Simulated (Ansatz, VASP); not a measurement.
**Two plane-wave programs on AlRu**

The input INCAR:

```
SYSTEM = AlRu
PREC     = Accurate       ! precision mode
ENCUT    = 520            ! plane-wave cutoff, eV
EDIFF    = 1E-6           ! SCF threshold, eV
ISMEAR   = 0              ! smearing method
SIGMA    = 0.15           ! smearing width, eV
LREAL    = .FALSE.        ! projectors in reciprocal space
LASPH    = .TRUE.         ! aspherical terms in the spheres
NELM     = 80             ! most SCF steps
ALGO     = Fast           ! electronic algorithm
ISIF     = 2              ! what is computed and relaxed
LWAVE    = .FALSE.        ! write WAVECAR
LCHARG   = .FALSE.        ! write CHGCAR
GGA      = CA             ! functional
NBANDS   = 16             ! bands
```

KPOINTS

```
Automatic mesh
0
G
  16 16 16
  0 0 0
```

The input POSCAR:

```
AlRu
1.0
    2.9916000000      0.0000000000      0.0000000000
    0.0000000000      2.9916000000      0.0000000000
    0.0000000000      0.0000000000      2.9916000000
Al Ru
1 1
Direct
    0.0000000000      0.0000000000      0.0000000000
    0.5000000000      0.5000000000      0.5000000000
```

Input for Ansatz:

```yaml
crystal:
  lattice:
    - [2.9916, 0.0, 0.0]
    - [0.0, 2.9916, 0.0]
    - [0.0, 0.0, 2.9916]
  atoms:
    - { symbol: Al, position: [0.0, 0.0, 0.0] }
    - { symbol: Ru, position: [0.5, 0.5, 0.5] }
basis:
  ecutwfc: 420
kpoints:
  mp_grid: { grid: [16, 16, 16] }
hamiltonian:
  xc: lda
scf:
  occupations: { method: gaussian, width: 0.15 }
output:
  forces: true
  stress: true
  eigenvalues: true
  write_density: true
  write_potential: true
  elf: true
  volumetric_format: npy
```

Alike in both runs: task single point; functional LDA; k mesh 16 × 16 × 16; occupations gaussian, width 0.15 eV; no spin polarisation.

```csv
,VASP,Ansatz
version,VASP 6.6.1,Ansatz 0.2.0
potentials or method,"VASP PAW LDA potentials, release 64 (Al, Ru_pv), cutoff 520 eV","scalar-relativistic, plane waves, PAW"
valence electrons in the cell,17,19
```

|  | VASP | Ansatz | Ansatz less VASP |
| --- | --- | --- | --- |
| gap on the k mesh at the Fermi level (eV) | none | none | - |
| pressure (GPa) | -7.6 | -8.1 | -0.45 |

LDA's correlation is that of Perdew and Zunger in VASP and of Perdew and Wang (1992) in Ansatz. A gap of «none» marks a metal or a gap that the smearing closes. VASP's potentials hold 17 valence electrons a cell and Ansatz's 19, so a difference there can come from the potentials and not from the codes.
